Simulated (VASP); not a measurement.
# Ge4N in VASP: a series of runs

The runs below take Ge4N through single point, with PBE.

Everything below comes from runs of VASP 6.6.1. Logs are shortened: lines on timing, memory, paths and dates and some standing lists are left out, and cuts for length are marked.

### 1 The cell of the first run

The cell holds a slab with vacuum, 5 atoms: a = 4.074 Å, b = 4.074 Å, c = 19.856 Å, α = 90.00°, β = 90.00°, γ = 90.00°.

### 2 Single point, PBE

Input file INCAR:

```
PREC     = Accurate       # precision mode
ENCUT    = 520            # plane-wave cutoff, eV
EDIFF    = 1E-6           # SCF threshold, eV
ISMEAR   = 0              # smearing method
SIGMA    = 0.1            # smearing width, eV
LREAL    = False          # projectors in reciprocal space
LASPH    = True           # aspherical terms in the spheres
NELM     = 100            # most SCF steps
ALGO     = Normal         # electronic algorithm
ISIF     = 2              # what is computed and relaxed
LWAVE    = False          # write WAVECAR
LCHARG   = False          # write CHGCAR
LDIPOL   = True         
IDIPOL   = 3            
DIPOL    = 0.5 0.5 0.325
GGA      = PE             # functional
NBANDS   = 38             # bands
```

Input file KPOINTS:

```
regular mesh
0
Gamma
  7 7 1
```

Input file POSCAR:

```
Ge4N
1.0
    4.0740542166      0.0000000000      0.0000000000
    0.0000000000      4.0740542166      0.0000000000
    0.0000000000      0.0000000000     19.8557568530
Ge N
4 1
Direct
    0.0000000000      0.5000000000      0.2014529101
    0.0000000000      0.0000000000      0.2739958855
    0.5000000000      0.0000000000      0.3493666166
    0.5000000000      0.5000000000      0.4208228835
    1.0000000000      1.0000000000      0.3777937161
```

Potentials or basis: VASP PAW PBE potentials, release 64 (Ge_d, N).

Run with:

```console
$ cat potpaw_PBE.64/Ge_d/POTCAR potpaw_PBE.64/N/POTCAR > POTCAR
$ mpirun -np 1 vasp_std > vasp.out
```

OUTCAR:

```text
PREC = Accurate
   ENCUT = 520
   EDIFF = 1E-6
   ISMEAR = 0
   LREAL = False
   LASPH = True
   NELM = 100
   ISIF = 2
   GGA = PE

 ion  position               nearest neighbor table
   1  0.000  0.500  0.201-   2 2.49   2 2.49
   2  0.000  0.000  0.274-   5 2.06   1 2.49   1 2.49   3 2.53   3 2.53
   3  0.500  0.000  0.349-   5 2.11   5 2.11   4 2.48   4 2.48   2 2.53   2 2.53
   4  0.500  0.500  0.421-   3 2.48   3 2.48
   5  0.000  0.000  0.378-   2 2.06   3 2.11   3 2.11

  LATTYP: Found a simple tetragonal cell.
 ALAT       =     4.0740542166
 C/A-ratio  =     4.8737095280

  Lattice vectors:

 A1 = (   4.0740542166,   0.0000000000,   0.0000000000)
 A2 = (   0.0000000000,   4.0740542166,   0.0000000000)
 A3 = (   0.0000000000,   0.0000000000,  19.8557568530)

Analysis of symmetry for initial positions (statically):
=====================================================================
 Subroutine PRICEL returns:
 Original cell was already a primitive cell.

 Routine SETGRP: Setting up the symmetry group for a
 simple tetragonal supercell.

 Subroutine GETGRP returns: Found  4 space group operations
 (whereof  4 operations were pure point group operations)
 out of a pool of 16 trial point group operations.

The static configuration has the point symmetry C_2v.

Analysis of symmetry for dynamics (positions and initial velocities):
=====================================================================
 Subroutine PRICEL returns:
 Original cell was already a primitive cell.

 Routine SETGRP: Setting up the symmetry group for a
 simple tetragonal supercell.

 Subroutine GETGRP returns: Found  4 space group operations
 (whereof  4 operations were pure point group operations)
 out of a pool of 16 trial point group operations.

The dynamic configuration has the point symmetry C_2v.

 Subroutine INISYM returns: Found  4 space group operations
 (whereof  4 operations are pure point group operations),
 and found     1 'primitive' translations

----------------------------------------------------------------------------------------

                                     Primitive cell

  volume of cell :     329.5642

  direct lattice vectors                    reciprocal lattice vectors
     4.074054217  0.000000000  0.000000000     0.245455742  0.000000000  0.000000000
     0.000000000  4.074054217  0.000000000     0.000000000  0.245455742  0.000000000
     0.000000000  0.000000000 19.855756853     0.000000000  0.000000000  0.050363228

  length of vectors
     4.074054217  4.074054217 19.855756853     0.245455742  0.245455742  0.050363228

  position of ions in fractional coordinates (direct lattice)
     0.000000000  0.500000000  0.201452910
     0.000000000  0.000000000  0.273995885
     0.500000000  0.000000000  0.349366617
     0.500000000  0.500000000  0.420822884
     0.000000000  0.000000000  0.377793716

  ion indices of the primitive-cell ions
   primitive index   ion index
                 1           1
                 2           2
                 3           3
                 4           4
                 5           5

----------------------------------------------------------------------------------------

 KPOINTS: regular mesh

Automatic generation of k-mesh.
 Grid dimensions read from file:
 generate k-points for:    7    7    1

 Generating k-lattice:

  Cartesian coordinates                     Fractional coordinates (reciprocal lattice)
     0.035065106  0.000000000  0.000000000     0.142857143  0.000000000  0.000000000
     0.000000000  0.035065106  0.000000000     0.000000000  0.142857143  0.000000000
     0.000000000  0.000000000  0.050363228     0.000000000  0.000000000  1.000000000

  Length of vectors
     0.035065106  0.035065106  0.050363228

  Shift w.r.t. Gamma in fractional coordinates (k-lattice)
     0.000000000  0.000000000  0.000000000

 Subroutine IBZKPT returns following result:
 ===========================================

 Found     16 irreducible k-points:

 Following reciprocal coordinates:
            Coordinates               Weight
  0.000000  0.000000  0.000000      1.000000
  0.142857  0.000000  0.000000      2.000000
  0.000000  0.142857  0.000000      2.000000
  0.285714  0.000000  0.000000      2.000000
  0.000000  0.285714  0.000000      2.000000
  0.428571  0.000000  0.000000      2.000000
[... 8 lines left out ...]
 -0.285714  0.428571  0.000000      4.000000
  0.428571  0.428571  0.000000      4.000000
   k-points           NKPTS =     16   k-points in BZ     NKDIM =     16   number of bands    NBANDS=     38
   number of dos      NEDOS =    301   number of ions     NIONS =      5
   total plane-waves  NPLWV = 135000
   dimension x,y,z NGX =    30 NGY =   30 NGZ =  150
   dimension x,y,z NGXF=    60 NGYF=   60 NGZF=  300
   ions per type =               4   1
   NGX,Y,Z   is equivalent  to a cutoff of  12.24, 12.24, 12.56 a.u.
   NGXF,Y,Z  is equivalent  to a cutoff of  24.48, 24.48, 25.12 a.u.
 SYSTEM =  unknown system
   PREC   = accura    normal or accurate (medium, high low for compatibility)
   ISTART =      0    job   : 0-new  1-cont  2-samecut
   ICHARG =      2    charge: 1-file 2-atom 10-const
   ISPIN  =      1    spin polarized calculation?
   LNONCOLLINEAR =      F non collinear calculations
   LSORBIT =      F    spin-orbit coupling
   LASPH  =      T    aspherical Exc in radial PAW
   ENCUT  =  520.0 eV  38.22 Ry    6.18 a.u.   7.58  7.58 36.92*2*pi/ulx,y,z
   NELM   =    100;   NELMIN=  2; NELMDL= -5     # of ELM steps
   EDIFF  = 0.1E-05   stopping-criterion for ELM
   LREAL  =      F    real-space projection
   EDIFFG = 0.1E-04   stopping-criterion for IOM
   NSW    =      0    number of steps for IOM
   IBRION =     -1    ionic relax: 0-MD 1-quasi-New 2-CG
   NFREE  =      0    steps in history (QN), initial steepest desc. (CG)
   ISIF   =      2    stress and relaxation
   ISYM   =      2    0-nonsym 1-usesym 2-fastsym
   POTIM  = 0.5000    time-step for ionic-motion
   TEBEG  =    0.0;   TEEND  =   0.0 temperature during run
   PSTRESS=    0.0 pullay stress
   NELECT =      61.0000    total number of electrons
   NUPDOWN=      -1.0000    fix difference up-down
   EMIN   =  10.00;   EMAX   =-10.00  energy-range for DOS
   EFERMI =   0.00;   METHOD = LEGACY
   ISMEAR =     0;   SIGMA  =   0.10  broadening in eV -4-tet -1-fermi 0-gaus
   EFERMI_NEDOS =   21; number of points for ismear=-14 and -15
   IALGO  =     38    algorithm
   IMIX   =      4    mixing-type and parameters
     AMIX     =   0.40;   BMIX     =  1.00
     AMIX_MAG =   1.60;   BMIX_MAG =  1.00
  volume/ion in A,a.u.               =      65.91       444.80
  Fermi-wavevector in a.u.,A,eV,Ry     =   0.932978  1.763073 11.843164  0.870448
  Thomas-Fermi vector in A             =   2.059632
   LORBIT       =      0    0 simple, 1 ext, 2 COOP (PROOUT), +10 PAW based schemes
   GGA     = PE    functional components
   LHFCALC =     F    Hartree Fock is set to
   AEXX    =    0.0000 exact exchange contribution
   IVDW    =     0    specifies the selected vdW correction
   LEPSILON=     F    determine dielectric tensor
   LRPA    =     F    only Hartree local field effects (RPA)
 non-spin polarized calculation
 Gauss-broadening in eV      SIGMA  =   0.10
  energy-cutoff  :      520.00
  volume of cell :      329.56
 maximum number of plane-waves:      8917
   NGX = 15   NGY = 15   NGZ = 73

 dipolmoment           0.000000      0.000000      0.015990 electrons x Angstroem

 number of electron      60.9999944 magnetization

 dipolmoment           0.000000      0.000000     -0.035880 electrons x Angstroem

 Free energy of the ion-electron system (eV)
  ---------------------------------------------------
  ext. energy  EPLUGINS =         0.00000000
  ---------------------------------------------------
  free energy    TOTEN  =       -21.24407378 eV

  energy without entropy =      -21.23156770  energy(sigma->0) =      -21.23782074

 E-fermi :  -2.1024     XC(G=0):  -3.8592

 val. band max:       -2.1425863849   @ k =   0.4286   0.1429   0.0000
 cond. band min:      -2.0695639514   @ k =   0.4286   0.4286   0.0000
 fundamental gap:      0.0730224335
 Fermi energy:        -2.1023865306

 k-point     1 :       0.0000    0.0000    0.0000
  band No.  band energies     occupation
      1     -26.8410      2.00000
      2     -26.7950      2.00000
      3     -26.7562      2.00000
      4     -26.7526      2.00000
      5     -26.6859      2.00000
      6     -26.6082      2.00000
[... 30 lines left out ...]
     37       2.2976      0.00000
     38       2.3428      0.00000

 k-point     2 :       0.1429    0.0000    0.0000
  band No.  band energies     occupation
      1     -26.8402      2.00000
      2     -26.7952      2.00000
      3     -26.7564      2.00000
      4     -26.7526      2.00000
      5     -26.6855      2.00000
      6     -26.6151      2.00000
[... 30 lines left out ...]
     37       2.3898      0.00000
     38       2.5852      0.00000

 k-point     3 :       0.0000    0.1429    0.0000
  band No.  band energies     occupation
      1     -26.8423      2.00000
      2     -26.7953      2.00000
      3     -26.7569      2.00000
      4     -26.7532      2.00000
      5     -26.6816      2.00000
      6     -26.6072      2.00000
[... 30 lines left out ...]
     37       1.7165      0.00000
     38       2.5942      0.00000

 k-point     4 :       0.2857    0.0000    0.0000
  band No.  band energies     occupation
      1     -26.8385      2.00000
      2     -26.7957      2.00000
      3     -26.7569      2.00000
      4     -26.7527      2.00000
      5     -26.6847      2.00000
      6     -26.6122      2.00000
[... 30 lines left out ...]
     37       2.6403      0.00000
     38       3.0026      0.00000
[... 375 lines left out ...]
      4     -26.7505      2.00000
      5     -26.6754      2.00000
      6     -26.5914      2.00000
[... 30 lines left out ...]
     37       2.9145      0.00000
     38       4.0310      0.00000

 k-point    15 :      -0.2857    0.4286    0.0000
  band No.  band energies     occupation
      1     -26.8456      2.00000
      2     -26.7977      2.00000
      3     -26.7607      2.00000
      4     -26.7455      2.00000
      5     -26.6775      2.00000
      6     -26.6050      2.00000
[... 30 lines left out ...]
     37       3.3614      0.00000
     38       4.1170      0.00000

 k-point    16 :       0.4286    0.4286    0.0000
  band No.  band energies     occupation
      1     -26.8447      2.00000
      2     -26.7982      2.00000
      3     -26.7611      2.00000
      4     -26.7452      2.00000
      5     -26.6773      2.00000
      6     -26.5896      2.00000
[... 30 lines left out ...]
     37       3.3479      0.00000
     38       3.9674      0.00000

------------------------ aborting loop because EDIFF is reached ----------------------------------------

 vacuum level on the upper side and lower side of the slab       (xc-potential included)        -0.332         0.028

  FORCE on cell =-STRESS in cart. coord.  units (eV):
  Direction    XX          YY          ZZ          XY          YZ          ZX
  --------------------------------------------------------------------------------------
  -------------------------------------------------------------------------------------
  Total       -0.2875600     -0.3357082      2.0558333      0.0000000      0.0000000      0.0000000
  in kB       -1.3979736     -1.6320462      9.9944392      0.0000000      0.0000000      0.0000000
  external PRESSURE =       2.3214731 kB  Pullay stress =       0.0000000 kB

 VOLUME and BASIS-vectors are now :
 -----------------------------------------------------------------------------
  energy-cutoff  :      520.00
  volume of cell :      329.56
      direct lattice vectors                 reciprocal lattice vectors
     4.074054217  0.000000000  0.000000000     0.245455742  0.000000000  0.000000000
     0.000000000  4.074054217  0.000000000     0.000000000  0.245455742  0.000000000
     0.000000000  0.000000000 19.855756853     0.000000000  0.000000000  0.050363228

 POSITION                                       TOTAL-FORCE (eV/Angst)
 -----------------------------------------------------------------------------------
      0.00000      2.03703      4.00000         0.000000      0.000000     -0.182203
      0.00000      0.00000      5.44040         0.000000      0.000000     -0.574770
      2.03703      0.00000      6.93694         0.000000      0.000000      0.261570
      2.03703      2.03703      8.35576         0.000000      0.000000      0.492361
      0.00000      0.00000      7.50138         0.000000      0.000000      0.003041
 -----------------------------------------------------------------------------------
    total drift:                                0.000000      0.000000      0.003900

  FREE ENERGIE OF THE ION-ELECTRON SYSTEM (eV)
  ---------------------------------------------------
  free  energy   TOTEN  =       -21.2440737754 eV

  energy  without entropy=      -21.2315676975  energy(sigma->0) =      -21.23782074

 vacuum level on the upper side and lower side of the slab         2.551         2.908
```

Run time: 2.8 min. Hardware: 1 thread of Intel Xeon 6975P-C (Granite Rapids), shared host; peak memory 0.45 GiB.

What came out:

```
Free energy            : -21.2441 eV
Largest force          : 0.575 eV/Å
Band gap on the k mesh : zero (an odd number of electrons rules out a gap without spin polarisation)
```

Forces in eV/Å, atoms in the order of the input:
```
Ge   0.000  0.000 -0.182
Ge   0.000  0.000 -0.575
Ge   0.000  0.000  0.262
Ge   0.000  0.000  0.492
N    0.000  0.000  0.003
```

Caveat: an odd number of electrons without spin polarisation forces a metal; a magnetic or distorted state may lie lower.

[end of part 1 of 2]

The gap in the log of VASP goes by the Fermi energy; the results here count the filled bands.